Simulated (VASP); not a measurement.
# Ag: single point with PBEsol

Crystal: Ag.

```
CELL_PARAMETERS angstrom
0.04086 2.06353 2.06353
2.06353 0.04086 2.06353
2.06353 2.06353 0.04086
ATOMIC_POSITIONS crystal
Ag 0.00000 0.00000 0.00000
```

This cell differs from its parent crystal: equal xy, yz and zx shear strains of +2 %.

```yaml
Program: VASP 6.6.1
Task: single point
Functional: PBEsol
Potentials_or_basis: VASP PAW PBE potentials, release 64 (Ag)
Cutoff: 520 eV
k_mesh: 15 × 15 × 15
Occupations: fermi-dirac, width 0.03 eV
Spin: no spin polarisation
Dipole_correction: no
Further_INCAR_settings: ALGO = Normal; EDIFF = 1e-06; NBANDS = 12
```

```
Pressure : -2.8 GPa
```

Stress tensor (GPa, compression positive):
```
-2.80 -0.66 -0.66
-0.66 -2.80 -0.66
-0.66 -0.66 -2.80
```

Levels at points of the mesh, in eV from the Fermi level:
| k point | band 2 | band 3 | band 4 | band 5 | band 6 | band 7 | band 8 | band 9 | band 10 | band 11 |
| --- | --- | --- | --- | --- | --- | --- | --- | --- | --- | --- |
| (0.00, 0.00, 0.00) | -4.98 | -4.80 | -4.80 | -3.80 | -3.80 | 15.85 | 18.85 | 19.83 | 19.83 | 24.09 |

It took 37 s on 1 thread of Intel(R) Xeon(R) Platinum 8375C CPU @ 2.90GHz (Ice Lake), on a shared host, peak memory 0.19 GiB.

Caveat: the cell differs from its parent crystal (equal xy, yz and zx shear strains of +2 %); the PAW data sets were made with another functional, which shifts forces and pressure a little.
